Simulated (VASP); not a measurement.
# MgO (P6_3mc) in VASP: further runs

Runs on MgO. Level: PBEsol. Tasks: single point.

Program: VASP 6.6.1. These are calculated values, not measurements. Logs are shortened: lines on timing, memory, paths and dates and some standing lists are left out, and cuts for length are marked.

**1. The cell of the first run**

It takes space group P6_3mc (No. 186, hexagonal). The conventional cell has a = 3.246 Å, b = 3.246 Å, c = 5.019 Å, α = 90.00°, β = 90.00°, γ = 120.00°. Within 2.6 Å of Mg (site symmetry 3m) lie 4 O at 1.94 to 1.99 Å. O (site symmetry 3m) has 4 Mg at 1.94 to 1.99 Å within 2.6 Å.

**2. Single point, PBEsol**

File INCAR:

```
PREC = Accurate ; ENCUT = 520
EDIFF = 1E-6 ; ISMEAR = 0
SIGMA = 0.05 ; LREAL = False
LASPH = True ; NELM = 80
ALGO = Normal ; ISIF = 2
LWAVE = False ; LCHARG = False
GGA = PS ; NBANDS = 16
```

File KPOINTS:

```
Automatic mesh
0
Gamma
  9 9 6
```

File POSCAR:

```
MgO
1.0
    3.2457000000      0.0000000000      0.0000000000
   -1.6228500000      2.8108586531      0.0000000000
    0.0000000000      0.0000000000      5.0193879762
Mg O
2 2
Direct
    0.3333333333      0.6666666667      0.0036583380
    0.6666666667      0.3333333333      0.5036583380
    0.3333333333      0.6666666667      0.4009416620
    0.6666666667      0.3333333333      0.9009416620
```

Potentials or basis: VASP PAW PBE potentials, release 64 (Mg, O).

The run is started by

```sh
cat potpaw_PBE.64/Mg/POTCAR potpaw_PBE.64/O/POTCAR > POTCAR
mpirun -np 1 vasp_std > vasp.out
```

OUTCAR:

```text
PREC = Accurate
   ENCUT = 520
   EDIFF = 1E-6
   ISMEAR = 0
   LREAL = False
   LASPH = True
   NELM = 80
   ISIF = 2
   GGA = PS

 ion  position               nearest neighbor table
   1  0.333  0.667  0.004-   4 1.94   4 1.94   4 1.94   3 1.99   2 3.13   2 3.13   2 3.13   2 3.13
                             2 3.13   2 3.13
   2  0.667  0.333  0.504-   3 1.94   3 1.94   3 1.94   4 1.99   1 3.13   1 3.13   1 3.13   1 3.13
                             1 3.13   1 3.13
   3  0.333  0.667  0.401-   2 1.94   2 1.94   2 1.94   1 1.99
   4  0.667  0.333  0.901-   1 1.94   1 1.94   1 1.94   2 1.99

  LATTYP: Found a hexagonal cell.
 ALAT       =     3.2457000000
 C/A-ratio  =     1.5464731726

  Lattice vectors:

 A1 = (   3.2457000000,   0.0000000000,   0.0000000000)
 A2 = (  -1.6228500000,   2.8108586531,   0.0000000000)
 A3 = (   0.0000000000,   0.0000000000,   5.0193879762)

Analysis of symmetry for initial positions (statically):
=====================================================================
 Subroutine PRICEL returns:
 Original cell was already a primitive cell.

 Routine SETGRP: Setting up the symmetry group for a
 hexagonal supercell.

 Subroutine GETGRP returns: Found 12 space group operations
 (whereof  6 operations were pure point group operations)
 out of a pool of 24 trial point group operations.

The static configuration has the point symmetry C_3v.
 The point group associated with its full space group is C_6v.

Analysis of symmetry for dynamics (positions and initial velocities):
=====================================================================
 Subroutine PRICEL returns:
 Original cell was already a primitive cell.

 Routine SETGRP: Setting up the symmetry group for a
 hexagonal supercell.

 Subroutine GETGRP returns: Found 12 space group operations
 (whereof  6 operations were pure point group operations)
 out of a pool of 24 trial point group operations.

The dynamic configuration has the point symmetry C_3v.
 The point group associated with its full space group is C_6v.

 Subroutine INISYM returns: Found 12 space group operations
 (whereof  6 operations are pure point group operations),
 and found     1 'primitive' translations

----------------------------------------------------------------------------------------

                                     Primitive cell

  volume of cell :      45.7929

  direct lattice vectors                    reciprocal lattice vectors
     3.245700000  0.000000000  0.000000000     0.308099948  0.177881588  0.000000000
    -1.622850000  2.810858653  0.000000000     0.000000000  0.355763175  0.000000000
     0.000000000  0.000000000  5.019387976     0.000000000  0.000000000  0.199227476

  length of vectors
     3.245700000  3.245700000  5.019387976     0.355763175  0.355763175  0.199227476

  position of ions in fractional coordinates (direct lattice)
     0.333333333  0.666666667  0.003658338
     0.666666667  0.333333333  0.503658338
     0.333333333  0.666666667  0.400941662
     0.666666667  0.333333333  0.900941662

  ion indices of the primitive-cell ions
   primitive index   ion index
                 1           1
                 2           2
                 3           3
                 4           4

----------------------------------------------------------------------------------------

 KPOINTS: Automatic mesh

Automatic generation of k-mesh.
 Grid dimensions read from file:
 generate k-points for:    9    9    6

 Generating k-lattice:

  Cartesian coordinates                     Fractional coordinates (reciprocal lattice)
     0.034233328  0.019764621  0.000000000     0.111111111 -0.000000000  0.000000000
     0.000000000  0.039529242  0.000000000     0.000000000  0.111111111  0.000000000
     0.000000000  0.000000000  0.033204579     0.000000000  0.000000000  0.166666667

  Length of vectors
     0.039529242  0.039529242  0.033204579

  Shift w.r.t. Gamma in fractional coordinates (k-lattice)
     0.000000000  0.000000000  0.000000000

 Subroutine IBZKPT returns following result:
 ===========================================

 Found     48 irreducible k-points:

 Following reciprocal coordinates:
            Coordinates               Weight
  0.000000  0.000000  0.000000      1.000000
  0.111111  0.000000  0.000000      6.000000
  0.222222  0.000000  0.000000      6.000000
  0.333333  0.000000  0.000000      6.000000
  0.444444  0.000000  0.000000      6.000000
  0.111111  0.111111  0.000000      6.000000
[... 16 lines left out ...]
  0.333333  0.222222  0.166667     24.000000
  0.333333  0.333333  0.166667      4.000000
 [... further k-points ...]
   k-points           NKPTS =     48   k-points in BZ     NKDIM =     48   number of bands    NBANDS=     16
   number of dos      NEDOS =    301   number of ions     NIONS =      4
   total plane-waves  NPLWV =  23040
   dimension x,y,z NGX =    24 NGY =   24 NGZ =   40
   dimension x,y,z NGXF=    48 NGYF=   48 NGZF=   80
   ions per type =               2   2
   NGX,Y,Z   is equivalent  to a cutoff of  12.29, 12.29, 13.25 a.u.
   NGXF,Y,Z  is equivalent  to a cutoff of  24.59, 24.59, 26.50 a.u.
 SYSTEM =  unknown system
   PREC   = accura    normal or accurate (medium, high low for compatibility)
   ISTART =      0    job   : 0-new  1-cont  2-samecut
   ICHARG =      2    charge: 1-file 2-atom 10-const
   ISPIN  =      1    spin polarized calculation?
   LNONCOLLINEAR =      F non collinear calculations
   LSORBIT =      F    spin-orbit coupling
   LASPH  =      T    aspherical Exc in radial PAW
   ENCUT  =  520.0 eV  38.22 Ry    6.18 a.u.   6.03  6.03  9.33*2*pi/ulx,y,z
   NELM   =     80;   NELMIN=  2; NELMDL= -5     # of ELM steps
   EDIFF  = 0.1E-05   stopping-criterion for ELM
   LREAL  =      F    real-space projection
   EDIFFG = 0.1E-04   stopping-criterion for IOM
   NSW    =      0    number of steps for IOM
   IBRION =     -1    ionic relax: 0-MD 1-quasi-New 2-CG
   NFREE  =      0    steps in history (QN), initial steepest desc. (CG)
   ISIF   =      2    stress and relaxation
   ISYM   =      2    0-nonsym 1-usesym 2-fastsym
   POTIM  = 0.5000    time-step for ionic-motion
   TEBEG  =    0.0;   TEEND  =   0.0 temperature during run
   PSTRESS=    0.0 pullay stress
   NELECT =      16.0000    total number of electrons
   NUPDOWN=      -1.0000    fix difference up-down
   EMIN   =  10.00;   EMAX   =-10.00  energy-range for DOS
   EFERMI =   0.00;   METHOD = LEGACY
   ISMEAR =     0;   SIGMA  =   0.05  broadening in eV -4-tet -1-fermi 0-gaus
   EFERMI_NEDOS =   21; number of points for ismear=-14 and -15
   IALGO  =     38    algorithm
   IMIX   =      4    mixing-type and parameters
     AMIX     =   0.40;   BMIX     =  1.00
     AMIX_MAG =   1.60;   BMIX_MAG =  1.00
  volume/ion in A,a.u.               =      11.45        77.26
  Fermi-wavevector in a.u.,A,eV,Ry     =   1.153052  2.178952 18.089329  1.329528
  Thomas-Fermi vector in A             =   2.289698
   LORBIT       =      0    0 simple, 1 ext, 2 COOP (PROOUT), +10 PAW based schemes
   GGA     = PS    functional components
   LHFCALC =     F    Hartree Fock is set to
   AEXX    =    0.0000 exact exchange contribution
   IVDW    =     0    specifies the selected vdW correction
   LEPSILON=     F    determine dielectric tensor
   LRPA    =     F    only Hartree local field effects (RPA)
 non-spin polarized calculation
 Gauss-broadening in eV      SIGMA  =   0.05
  energy-cutoff  :      520.00
  volume of cell :       45.79
 maximum number of plane-waves:      1260
   NGX = 13   NGY = 13   NGZ = 19

 number of electron      16.0000008 magnetization

 Free energy of the ion-electron system (eV)
  ---------------------------------------------------
  ext. energy  EPLUGINS =         0.00000000
  ---------------------------------------------------
  free energy    TOTEN  =       -24.52027288 eV

  energy without entropy =      -24.52027288  energy(sigma->0) =      -24.52027288

 E-fermi :   1.3782     XC(G=0): -10.1133

 val. band max:        1.1326344685   @ k =   0.0000   0.0000   0.0000
 cond. band min:       4.7122689671   @ k =   0.0000   0.0000   0.0000
 fundamental gap:      3.5796344985
 Fermi energy:         1.3781544646

 k-point     1 :       0.0000    0.0000    0.0000
  band No.  band energies     occupation
      1     -15.1006      2.00000
      2     -14.2623      2.00000
      3      -2.2758      2.00000
      4       0.4446      2.00000
      5       0.4446      2.00000
      6       0.7519      2.00000
[... 8 lines left out ...]
     15      18.0399      0.00000
     16      18.0399      0.00000

 k-point     2 :       0.1111    0.0000    0.0000
  band No.  band energies     occupation
      1     -15.0324      2.00000
      2     -14.2364      2.00000
      3      -2.1480      2.00000
      4       0.1142      2.00000
      5       0.3607      2.00000
      6       0.3663      2.00000
[... 8 lines left out ...]
     15      17.6522      0.00000
     16      17.8837      0.00000

 k-point     3 :       0.2222    0.0000    0.0000
  band No.  band energies     occupation
      1     -14.8490      2.00000
      2     -14.1765      2.00000
      3      -1.7878      2.00000
      4      -0.7394      2.00000
      5      -0.2263      2.00000
      6       0.1848      2.00000
[... 8 lines left out ...]
     15      16.5373      0.00000
     16      16.9558      0.00000

 k-point     4 :       0.3333    0.0000    0.0000
  band No.  band energies     occupation
      1     -14.6116      2.00000
      2     -14.1273      2.00000
      3      -1.5523      2.00000
      4      -1.2547      2.00000
      5      -0.7592      2.00000
      6       0.0151      2.00000
[... 8 lines left out ...]
     15      15.8596      0.00000
     16      17.1797      0.00000

 k-point     5 :       0.4444    0.0000    0.0000
  band No.  band energies     occupation
      1     -14.4187      2.00000
      2     -14.1265      2.00000
      3      -1.9971      2.00000
      4      -1.1032      2.00000
      5      -0.7315      2.00000
      6      -0.0855      2.00000
[... 8 lines left out ...]
     15      15.5816      0.00000
     16      17.4897      0.00000

 k-point     6 :       0.1111    0.1111    0.0000
  band No.  band energies     occupation
      1     -14.9064      2.00000
      2     -14.1936      2.00000
      3      -1.9035      2.00000
      4      -0.4037      2.00000
      5      -0.2134      2.00000
      6       0.3474      2.00000
[... 8 lines left out ...]
     15      16.5158      0.00000
     16      17.2959      0.00000
[... 267 lines left out ...]
 k-point    21 :       0.4444    0.1111    0.1667
  band No.  band energies     occupation
      1     -14.3428      2.00000
      2     -14.1478      2.00000
      3      -2.0346      2.00000
      4      -1.3045      2.00000
      5      -0.5249      2.00000
      6      -0.0909      2.00000
[... 8 lines left out ...]
     15      15.2087      0.00000
     16      17.5022      0.00000

 k-point    22 :       0.2222    0.2222    0.1667
  band No.  band energies     occupation
      1     -14.4687      2.00000
      2     -14.1407      2.00000
      3      -1.5662      2.00000
      4      -1.4010      2.00000
      5      -0.4131      2.00000
      6      -0.3071      2.00000
[... 8 lines left out ...]
     15      15.2964      0.00000
     16      17.9810      0.00000

 k-point    23 :       0.3333    0.2222    0.1667
  band No.  band energies     occupation
      1     -14.3097      2.00000
      2     -14.1490      2.00000
      3      -1.7711      2.00000
      4      -1.2170      2.00000
      5      -0.7519      2.00000
      6      -0.1411      2.00000
[... 8 lines left out ...]
     15      14.9608      0.00000
     16      18.0212      0.00000

 k-point    24 :       0.3333    0.3333    0.1667
  band No.  band energies     occupation
      1     -14.2035      2.00000
      2     -14.2035      2.00000
      3      -1.6093      2.00000
      4      -1.0743      2.00000
      5      -1.0743      2.00000
      6      -0.3480      2.00000
[... 8 lines left out ...]
     15      14.6930      0.00000
     16      18.9869      0.00000

 [... further k-points ...]
[... 5 lines left out ...]
  --------------------------------------------------------------------------------------
  -------------------------------------------------------------------------------------
  Total        1.7473360      1.7473360      0.4657948      0.0000000      0.0000000     -0.0000000
  in kB       61.1348524     61.1348524     16.2969770      0.0000000      0.0000000     -0.0000000
  external PRESSURE =      46.1888939 kB  Pullay stress =       0.0000000 kB

 VOLUME and BASIS-vectors are now :
 -----------------------------------------------------------------------------
  energy-cutoff  :      520.00
  volume of cell :       45.79
      direct lattice vectors                 reciprocal lattice vectors
     3.245700000  0.000000000  0.000000000     0.308099948  0.177881588  0.000000000
    -1.622850000  2.810858653  0.000000000     0.000000000  0.355763175  0.000000000
     0.000000000  0.000000000  5.019387976     0.000000000  0.000000000  0.199227476

 POSITION                                       TOTAL-FORCE (eV/Angst)
 -----------------------------------------------------------------------------------
     -0.00000      1.87391      0.01836        -0.000000      0.000000      0.168897
      1.62285      0.93695      2.52806         0.000000     -0.000000      0.168897
     -0.00000      1.87391      2.01248         0.000000     -0.000000     -0.168897
      1.62285      0.93695      4.52218        -0.000000      0.000000     -0.168897
 -----------------------------------------------------------------------------------
    total drift:                               -0.000000      0.000000     -0.000046

  FREE ENERGIE OF THE ION-ELECTRON SYSTEM (eV)
  ---------------------------------------------------
  free  energy   TOTEN  =       -24.5202728826 eV

  energy  without entropy=      -24.5202728826  energy(sigma->0) =      -24.52027288
```

It took 25 s on 1 thread of Intel Xeon Platinum 8488C (Sapphire Rapids), shared host; peak memory 0.17 GiB.

Results:

| Quantity | Value |
| --- | --- |
| Free energy | -24.5203 eV |
| Pressure | 4.6 GPa |
| Largest force | 0.169 eV/Å |
| Band gap on the k mesh | 3.58 eV, direct |

Forces on the atoms (eV/Å):
```
Mg   0.000  0.000  0.169
Mg   0.000  0.000  0.169
O    0.000  0.000 -0.169
O    0.000  0.000 -0.169
```

Stress tensor (GPa, compression positive):
```
6.11 0.00 0.00
0.00 6.11 0.00
0.00 0.00 1.63
```

Levels at points of the mesh, in eV from the valence-band top:
| k point | band 5 | band 6 | band 7 | band 8 | band 9 | band 10 | band 11 | band 12 |
| --- | --- | --- | --- | --- | --- | --- | --- | --- |
| (0.00, 0.00, 0.00) | -0.69 | -0.38 | -0.38 | 0.00 | 3.58 | 8.71 | 10.36 | 14.48 |
| (0.00, 0.00, 0.50) | -0.54 | -0.54 | -0.54 | -0.54 | 6.11 | 6.11 | 13.24 | 13.24 |

Caveat: the PAW data sets were made with another functional, which shifts forces and pressure a little. A k mesh can miss the band edges.

[end of part 1 of 2]
